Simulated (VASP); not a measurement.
ZnS: single point with r2SCAN

The system is ZnS.

```
Zn S
1.0
     0.00000    2.78088    2.55841
     2.78088    0.00000    2.55841
     2.78088    2.78088    0.00000
Zn S
1 1
Cartesian
  0.0000 0.0000 0.0000
  4.1713 4.1713 3.8376
```

This cell differs from its parent crystal: ratio of the length along z to the lengths across it x 0.92, volume and fractional coordinates fixed.

```
Program                : VASP 6.6.1
Task                   : single point
Functional             : r2SCAN
Potentials or basis    : VASP PAW PBE potentials, release 64 (Zn, S)
Cutoff                 : 520 eV
k mesh                 : 8 × 8 × 8
Occupations            : gaussian, width 0.05 eV
Spin                   : no spin polarisation
Dipole correction      : no
Further INCAR settings : ALGO = Normal; EDIFF = 1e-06; NBANDS = 16
```

```
Pressure               : -1.0 GPa
Band gap on the k mesh : 2.48 eV, direct
```

Stress tensor (GPa, compression positive):
```
-2.08  0.00  0.00
 0.00 -2.08  0.00
 0.00  0.00  1.04
```

Levels at points of the mesh, in eV from the valence-band top:
```tsv
k point	band 6	band 7	band 8	band 9	band 10	band 11	band 12	band 13
(0.00, 0.00, 0.00)	-6.10	-0.25	-0.25	0.00	2.48	6.79	6.80	6.80
(0.50, 0.00, 0.00)	-5.91	-5.49	-1.26	-0.82	3.55	6.89	7.75	9.29
(0.50, 0.50, 0.00)	-5.80	-4.41	-2.71	-2.71	3.32	3.76	12.20	12.51
(0.50, 0.00, 0.50)	-5.94	-4.90	-2.34	-2.16	3.74	4.63	11.18	12.12
```

Wall time 54 s on 1 thread of Intel(R) Xeon(R) 6975P-C (Granite Rapids), on a shared host, peak memory 0.18 GiB.

Caveat: the PAW data sets were made with another functional, which shifts forces and pressure a little.
